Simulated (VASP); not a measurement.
InP:

```xyz
2
Lattice="0.0000 3.0251 3.0251 3.0251 0.0000 3.0251 3.0251 3.0251 0.0000" Properties=species:S:1:pos:R:3 pbc="T T T"
In    0.0000    0.0000    0.0000
P     4.5376    4.5376    4.5376
```

- Program: VASP 6.6.1
- Task: relaxation of cell and atoms
- Functional: rSCAN
- Potentials or basis: VASP PAW PBE potentials, release 64 (In_d, P)
- Cutoff: 680 eV
- k mesh: 8 × 8 × 8
- Occupations: gaussian, width 0.03 eV
- Spin: no spin polarisation

At the start: pressure -4.3 GPa; volume 27.68 Å³/atom.

Problem. Where does the relaxation end?

Solution. Over 5 steps the energy falls by 29.1 meV/atom and the volume is 25.67 Å³/atom (-7.3 %); space group F-43m (No. 216, to 0.1 Å) before and after.

The path:
| step | energy change (eV) | largest force (eV/Å) | pressure (GPa) | volume (Å³) |
| --- | --- | --- | --- | --- |
| 1 | 0.0000 | 0.0000 | -4.33 | 55.37 |
| 2 | -0.0446 | 0.0000 | 2.61 | 49.59 |
| 3 | -0.0584 | 0.0000 | 0.00 | 51.35 |
| 4 | -0.0583 | 0.0000 | 0.00 | 51.35 |
| 5 | -0.0583 | 0.0000 | 0.00 | 51.35 |

Final structure:
```
In P
1.0
     0.00000    2.95005    2.95005
     2.95005    0.00000    2.95005
     2.95005    2.95005    0.00000
In P
1 1
Direct
  0.00000 0.00000 0.00000
  0.75000 0.75000 0.75000
```

Caveat: the PAW data sets were made with another functional, which shifts forces and pressure a little.
